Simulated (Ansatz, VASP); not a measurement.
## Ag in VASP and in Ansatz

File POSCAR:

```
Ag
1.0
    3.1643979269      0.0000000000      0.0000000000
   -1.5821989634      2.7404489923      0.0000000000
    0.0000000000      0.0000000000      5.1732000000
Ag
2
Direct
    0.3333333333      0.6666666667      0.2500000000
    0.6666666667      0.3333333333      0.7500000000
```

File INCAR.step1:

```
ALGO = Normal
EDIFF = 1E-4
ENCUT = 520
GGA = PE
ISMEAR = 0
LASPH = T
LCHARG = F
LREAL = F
LWAVE = T
NBANDS = 18
NELM = 100
PREC = Accurate
SIGMA = 0.15
```

INCAR.step2

```
ALGO = Normal
EDIFF = 1E-7
ENCUT = 520
ISIF = 2
ISMEAR = 0
ISTART = 1
LASPH = T
LCHARG = F
LMIXTAU = T
LREAL = F
LWAVE = F
METAGGA = R2SCAN
NBANDS = 18
NELM = 100
PREC = Accurate
SIGMA = 0.15
```

File KPOINTS:

```
k-points
0
Gamma
  18 18 10
```

Input for Ansatz:

```yaml
crystal:
  lattice:
    - [3.1643979269, 0.0, 0.0]
    - [-1.5821989634, 2.7404489923, 0.0]
    - [0.0, 0.0, 5.1732]
  atoms:
    - { symbol: Ag, position: [0.3333333333, 0.6666666667, 0.25] }
    - { symbol: Ag, position: [0.6666666667, 0.3333333333, 0.75] }
basis:
  ecutwfc: 500
kpoints:
  mp_grid: { grid: [18, 18, 10] }
hamiltonian:
  xc: r2scan
scf:
  occupations: { method: gaussian, width: 0.15 }
output:
  forces: true
  stress: true
  eigenvalues: true
  write_density: true
  write_potential: true
  elf: true
  volumetric_format: npy
```

Change from the starting cell: strain +0.080 along x and y, +0.080 along z, atoms carried along.

Alike in both runs: task single point; functional r2SCAN; k mesh 18 × 18 × 10; occupations gaussian, width 0.15 eV; no spin polarisation.

|  | VASP | Ansatz |
| --- | --- | --- |
| version | VASP 6.6.1 | Ansatz 0.2.0 |
| potentials or method | VASP PAW PBE potentials, release 64 (Ag), cutoff 520 eV | scalar-relativistic, plane waves, PAW |
| valence electrons in the cell | 22 | 38 |

|  | VASP | Ansatz | Ansatz less VASP |
| --- | --- | --- | --- |
| gap on the k mesh at the Fermi level (eV) | none | none | - |
| pressure (GPa) | -12.7 | -12.7 | +0.06 |
| traceless stress, the component that is largest in VASP (GPa) | 0.14 | 0.14 | -0.001 |

VASP's potentials were made for PBE, not for r2SCAN. A gap of «none» marks a metal or a gap that the smearing closes. The functional is the same, so the differences come from potentials, cutoffs and numerics. VASP's potentials hold 22 valence electrons a cell and Ansatz's 38, so a difference there can come from the potentials and not from the codes.
